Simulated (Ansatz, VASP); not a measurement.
This is a calculation of Sn for VASP 6.6.1.

INCAR

```
PREC = Accurate ; ENCUT = 600
EDIFF = 1E-6 ; ISMEAR = -1
SIGMA = 0.05 ; LREAL = F
LASPH = T ; NELM = 60
ALGO = Normal ; ISIF = 3
LWAVE = F ; LCHARG = F
GGA = RP ; IVDW = 13
IBRION = 2 ; NSW = 60
EDIFFG = -0.01
```

The input KPOINTS:

```
Automatic mesh
0
Gamma
  7 7 7
```

File POSCAR:

```
Sn
1.0
    0.0000000000      3.2333428000      3.2333428000
    3.2333428000      0.0000000000      3.2333428000
    3.2333428000      3.2333428000      0.0000000000
Sn
2
Direct
    0.7500000000      0.7500000000      0.7500000000
    0.5000000000      0.5000000000      0.5000000000
```

Potentials or basis: VASP PAW PBE potentials, release 64 (Sn_d).

The run is started by

```sh
$ cat potpaw_PBE.64/Sn_d/POTCAR > POTCAR
$ mpirun -np 1 vasp_std > vasp.out
```

Problem. Translate it to Ansatz 0.2.0. Potentials there: Ansatz PAW.

Solution. As run (the cutoff follows the program's own potentials):

File input.yaml:

```yaml
crystal:
  lattice:
    - [0.0, 3.2333428, 3.2333428]
    - [3.2333428, 0.0, 3.2333428]
    - [3.2333428, 3.2333428, 0.0]
  atoms:
    - { symbol: Sn, position: [0.75, 0.75, 0.75] }
    - { symbol: Sn, position: [0.5, 0.5, 0.5] }
hamiltonian:
  xc: rpbe
  pseudopotentials: { kind: paw }
  dispersion: d4
kpoints:
  mp_grid: { grid: [7, 7, 7] }
scf:
  occupations: { method: fermi_dirac, width: 0.05 }
output:
  forces: true
  stress: true
relax:
  f_tol: 0.01
  max_steps: 40
  cell: { stress_tol: 0.05 }
```

Potentials or basis: Ansatz PAW.

Run with:

```console
$ ansatz run input.yaml --threads 2 --pin off --max-ram 5632MiB --backend cpu --events-out ev --progress --plain --runs-dir out
```

Both were run:

|  | VASP | Ansatz | Ansatz less VASP |
| --- | --- | --- | --- |
| relaxed volume (Å³/atom) | 35.30 | 35.32 | +0.019 |
| relaxed cell length with the largest relative difference (Å) | 4.639 | 4.640 | +0.0008 |

VASP's potentials were made for PBE, not for RPBE.

Noted on Ansatz's run: the plane-wave basis is chosen anew once the cell has moved, so the energies of steps on either side of that aren't comparable.
